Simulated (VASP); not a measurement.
Wanted: the native input for a VASP 6.6.1 run.

```yaml
Task: single point
Functional: HSE06
Potentials_or_basis: VASP PAW PBE potentials, release 64 (Sn_d, H, Br)
Cutoff: 520 eV
k_mesh: 6 × 6 × 2
Occupations: gaussian, width 0.02 eV
Spin: no spin polarisation
Dipole_correction: no
Grid_for_exact_exchange_PRECFOCK: Fast
Further_INCAR_settings: ALGO = Normal; EDIFF = 1e-07; NBANDS = 23
Share_of_exact_exchange: 0.25
Screening_parameter: 0.2079 1/Å
```

The system is SnH2Br2.

```
CELL_PARAMETERS angstrom
4.38741 0.00000 0.00000
-2.19371 3.79961 0.00000
0.00000 0.00000 9.75672
ATOMIC_POSITIONS crystal
Sn 0.00000 0.00000 0.00000
H 0.00000 0.00000 0.46154
H 0.00000 0.00000 0.53846
Br 0.33333 0.66667 0.17053
Br 0.66667 0.33333 0.82947
```

These files were run (other wordings do the same):

POSCAR

```
SnH2Br2
1.0
    4.3874117360      0.0000000000      0.0000000000
   -2.1937058680      3.7996100202      0.0000000000
    0.0000000000      0.0000000000      9.7567218716
Sn H Br
1 2 2
Direct
    0.0000000000      0.0000000000      0.0000000000
    0.0000000000      0.0000000000      0.4615411061
    0.0000000000      0.0000000000      0.5384588939
    0.3333333333      0.6666666667      0.1705287307
    0.6666666667      0.3333333333      0.8294712693
```

INCAR.step1

```
SYSTEM = SnH2Br2
ALGO = Normal
EDIFF = 1E-5
ENCUT = 520
GGA = PE
ISIF = 2
ISMEAR = 0
KPAR = 2
LASPH = .TRUE.
LREAL = .FALSE.
LWAVE = .TRUE.
NBANDS = 23
NELM = 100
PREC = Accurate
SIGMA = 0.02
```

INCAR.step2

```
SYSTEM = SnH2Br2
ALGO = Normal
EDIFF = 1E-7
ENCUT = 520
GGA = PE
HFSCREEN = 0.2079
ISIF = 2
ISMEAR = 0
ISTART = 1
KPAR = 2
LASPH = .TRUE.
LCHARG = .TRUE.
LHFCALC = .TRUE.
LREAL = .FALSE.
LVHAR = .TRUE.
LWAVE = .FALSE.
NBANDS = 23
NELM = 100
PREC = Accurate
PRECFOCK = Fast
SIGMA = 0.02
```

KPOINTS

```
k-points
0
G
  6 6 2
  0 0 0
```

Potentials or basis: VASP PAW PBE potentials, release 64 (Sn_d, H, Br).

The run is started by

```sh
$ cat potpaw_PBE.64/Sn_d/POTCAR potpaw_PBE.64/H/POTCAR potpaw_PBE.64/Br/POTCAR > POTCAR
$ cp INCAR.step1 INCAR
$ mpirun -np 2 vasp_std > vasp.out
$ cp INCAR.step2 INCAR
$ mpirun -np 2 vasp_std > vasp.out
```

It gave:

```json
{
  "Pressure": "-0.5 GPa",
  "Largest force": "0.203 eV/Å",
  "Band gap on the k mesh": "2.91 eV (least direct gap 3.42 eV)"
}
```

Caveat: the PAW data sets were made with another functional, which shifts forces and pressure a little; spin-orbit coupling is left out, which moves the levels of the heavy elements.

Wall time 34 min on 2 MPI ranks on Intel(R) Xeon(R) Platinum 8259CL CPU @ 2.50GHz (Skylake/Cascade Lake), on a shared host, peak memory 0.45 GiB a rank.
